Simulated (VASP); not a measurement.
Write the native input for VASP 6.6.1 that does the following.

| Property | Result |
| --- | --- |
| Task | single point |
| Functional | HSE06 |
| Potentials or basis | VASP PAW PBE potentials, release 64 (Ta_sv_GW) |
| Cutoff | 400 eV |
| k mesh | 6 × 6 × 6 |
| Occupations | fermi-dirac, width 0.05 eV |
| Spin | no spin polarisation |
| Dipole correction | no |
| Grid for exact exchange (PRECFOCK) | Normal |
| Further INCAR settings | ALGO = Normal; EDIFF = 1e-06; NBANDS = 12 |
| Share of exact exchange | 0.25 |
| Screening parameter | 0.2079 1/Å |

Ta:

```xyz
1
Lattice="-1.6513 1.6513 1.6513 1.6513 -1.6513 1.6513 1.6513 1.6513 -1.6513" Properties=species:S:1:pos:R:3 pbc="T T T"
Ta    0.0000    0.0000    0.0000
```

One way to write it, as run:

POSCAR

```
Ta
1.0
   -1.6512800000      1.6512800000      1.6512800000
    1.6512800000     -1.6512800000      1.6512800000
    1.6512800000      1.6512800000     -1.6512800000
Ta
1
Direct
    0.0000000000      0.0000000000      0.0000000000
```

INCAR.step1

```
SYSTEM = Ta
ALGO = Normal ; EDIFF = 1E-5
ENCUT = 400 ; GGA = PE
GGA_COMPAT = .False. ; ISIF = 2
ISMEAR = -1 ; LASPH = .True.
LREAL = .False. ; LWAVE = .True.
NBANDS = 12 ; NELM = 120
PREC = Accurate ; SIGMA = 0.05
```

INCAR.step2

```
SYSTEM = Ta
ALGO = Normal ; EDIFF = 1E-6
ENCUT = 400 ; GGA = PE
GGA_COMPAT = .False. ; HFSCREEN = 0.2079
ISIF = 2 ; ISMEAR = -1
ISTART = 1 ; LASPH = .True.
LCHARG = .True. ; LELF = .True.
LHFCALC = .True. ; LREAL = .False.
LVHAR = .True. ; LWAVE = .False.
NBANDS = 12 ; NELM = 120
PREC = Accurate ; PRECFOCK = Normal
SIGMA = 0.05
```

KPOINTS

```
k-points
0
Gamma
  6 6 6
  0 0 0
```

Potentials or basis: VASP PAW PBE potentials, release 64 (Ta_sv_GW).

Command:

```bash
$ cat potpaw_PBE.64/Ta_sv_GW/POTCAR > POTCAR
$ cp INCAR.step1 INCAR
$ mpirun -np 1 vasp_std > vasp.out
$ cp INCAR.step2 INCAR
$ mpirun -np 1 vasp_std > vasp.out
```

It gave:

```json
{
  "Pressure": "0.3 GPa",
  "Band gap on the k mesh": "zero (an odd number of electrons rules out a gap without spin polarisation)"
}
```

Caveat: the k points lie up to 0.45 Å⁻¹ apart, too coarse for converged energies and pressures of a metal; the PAW data sets were made with another functional, which shifts forces and pressure a little; spin-orbit coupling is left out, which moves the levels of the heavy elements.

Run time: 5.1 min on 1 thread of Intel(R) Xeon(R) Platinum 8488C (Sapphire Rapids), with other jobs on the host, peak memory 0.23 GiB.
